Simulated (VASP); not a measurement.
**HfC5: single point with PBE**

HfC5:

```
Hf C
1.0
     4.64262    0.00000    0.00000
    -2.32131    4.02063    0.00000
     0.00000    0.00000    2.62994
Hf C
1 5
Direct
  0.00000 0.00000 0.50000
  0.00000 0.59491 0.00000
  0.33333 0.66667 0.50000
  0.59491 0.00000 0.00000
  0.66667 0.33333 0.50000
  0.40509 0.40509 0.00000
```

The cell was generated, and may not be a known phase.

| Item | Value |
| --- | --- |
| Program | VASP 6.6.1 |
| Task | single point |
| Functional | PBE |
| Potentials or basis | VASP PAW PBE potentials, release 64 (Hf_pv, C) |
| Cutoff | 600 eV |
| k mesh | 4 × 4 × 4 |
| Occupations | gaussian, width 0.2 eV |
| Spin | no spin polarisation |
| Dipole correction | no |
| Further INCAR settings | ALGO = Normal; EDIFF = 1e-06; NBANDS = 24 |

```yaml
Pressure: -1.2 GPa
Largest_force: 0.003 eV/Å
Band_gap_on_the_k_mesh: zero (bands 15 and 16 overlap by 1.99 eV)
```

Forces in eV/Å, atoms in the order of the input:
```
Hf   0.000  0.000  0.000
C   -0.002  0.003  0.000
C    0.000  0.000  0.000
C    0.003  0.000  0.000
C    0.000  0.000  0.000
C   -0.002 -0.003  0.000
```

Levels at points of the mesh, in eV from the Fermi level:
| k point | band 12 | band 13 | band 14 | band 15 | band 16 | band 17 | band 18 | band 19 |
| --- | --- | --- | --- | --- | --- | --- | --- | --- |
| (0.00, 0.00, 0.00) | 0.16 | 0.16 | 0.99 | 1.01 | 1.01 | 1.50 | 2.31 | 3.75 |
| (0.50, 0.00, 0.00) | -2.81 | -1.57 | -0.21 | -0.17 | 1.18 | 2.23 | 3.00 | 3.86 |
| (0.00, 0.00, 0.50) | -4.98 | -4.98 | -0.78 | -0.78 | -0.26 | 2.86 | 2.86 | 3.91 |
| (0.50, 0.00, 0.50) | -3.84 | -2.38 | -2.01 | -0.56 | 0.06 | 0.19 | 0.52 | 2.17 |

Run time: 19 s on 1 thread of Intel(R) Xeon(R) Platinum 8259CL CPU @ 2.50GHz (Skylake/Cascade Lake), with other jobs on the host, peak memory 0.19 GiB.

Caveat: the k points lie up to 0.60 Å⁻¹ apart, too coarse for converged energies and pressures of a metal; spin-orbit coupling is left out, which moves the levels of the heavy elements.
